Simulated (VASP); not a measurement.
A run of VASP 6.6.1 is set up as follows.

File INCAR:

```
SYSTEM = Al4In
PREC = Accurate
ENCUT = 600
EDIFF = 1E-6
ISMEAR = 0
SIGMA = 0.1
LREAL = .FALSE.
LASPH = .TRUE.
NELM = 80
ALGO = Normal
ISIF = 3
LWAVE = .FALSE.
LCHARG = .FALSE.
GGA = PE
IBRION = 2
NSW = 100
EDIFFG = -0.01
```

KPOINTS

```
regular mesh
0
G
  8 8 8
  0 0 0
```

Contents of POSCAR:

```
Al4In
1.0
   -3.1310103472      3.1310103472      3.1310103472
    3.1310103472     -3.1310103472      3.1310103472
    3.1310103472      3.1310103472     -3.1310103472
Al In
4 1
Direct
    0.5000000000      0.5000000000      0.5000000000
    0.5000000000      0.0000000000      0.0000000000
    0.0000000000      0.0000000000      0.5000000000
    0.0000000000      0.5000000000      0.0000000000
    0.0000000000      0.0000000000      0.0000000000
```

Potentials or basis: VASP PAW PBE potentials, release 64 (Al, In_d).

Launch:

```sh
$ cat potpaw_PBE.64/Al/POTCAR potpaw_PBE.64/In_d/POTCAR > POTCAR
$ mpirun -np 1 vasp_std > vasp.out
```

(1) Estimate the relaxed volume.

(2) Estimate the relaxed cell.

(3) What does it give for the space group after relaxing (to 0.05 Å)?

Answers

(1) 24.62 Å³/atom.

(2) a = 5.428 Å, b = 5.428 Å, c = 5.428 Å, α = 109.47°, β = 109.47°, γ = 109.47°.

(3) Im-3m (No. 229).
